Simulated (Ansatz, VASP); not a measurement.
**One calculation of TiAl3, two programs**

```
CELL_PARAMETERS angstrom
3.95567 0.00000 0.00000
0.00000 3.95567 0.00000
0.00000 0.00000 7.91134
ATOMIC_POSITIONS crystal
Ti 0.02234 0.02234 0.00000
Ti 0.97766 0.97766 0.50000
Al 0.51943 0.51943 0.00000
Al 0.48057 0.48057 0.50000
Al 0.50000 0.00000 0.25000
Al 0.50000 0.00000 0.75000
Al 0.00000 0.50000 0.25000
Al 0.00000 0.50000 0.75000
```

Change from the starting cell: mode 4 (187.7 1/cm) frozen in, largest displacement +0.125 Å.

Alike in both runs: task single point; functional r2SCAN; k mesh 12 × 12 × 6; occupations gaussian, width 0.15 eV; no spin polarisation.

|  | VASP | Ansatz |
| --- | --- | --- |
| version | VASP 6.6.1 | Ansatz 0.2.0 |
| potentials or method | VASP PAW PBE potentials, release 64 (Ti_sv, Al), cutoff 520 eV | scalar-relativistic, plane waves, PAW |
| valence electrons in the cell | 42 | 42 |

|  | VASP | Ansatz | Ansatz less VASP |
| --- | --- | --- | --- |
| gap on the k mesh at the Fermi level (eV) | none | none | - |
| pressure (GPa) | 0.4 | 0.5 | +0.11 |
| traceless stress, the component that is largest in VASP (GPa) | 0.44 | 0.44 | +0.003 |
| rms of the force components (eV/Å) | 0.245 | 0.244 | -0.0011 |

VASP's potentials were made for PBE, not for r2SCAN. Atom by atom the forces differ by 0.002 eV/Å (rms over components). A gap of «none» marks a metal or a gap that the smearing closes.
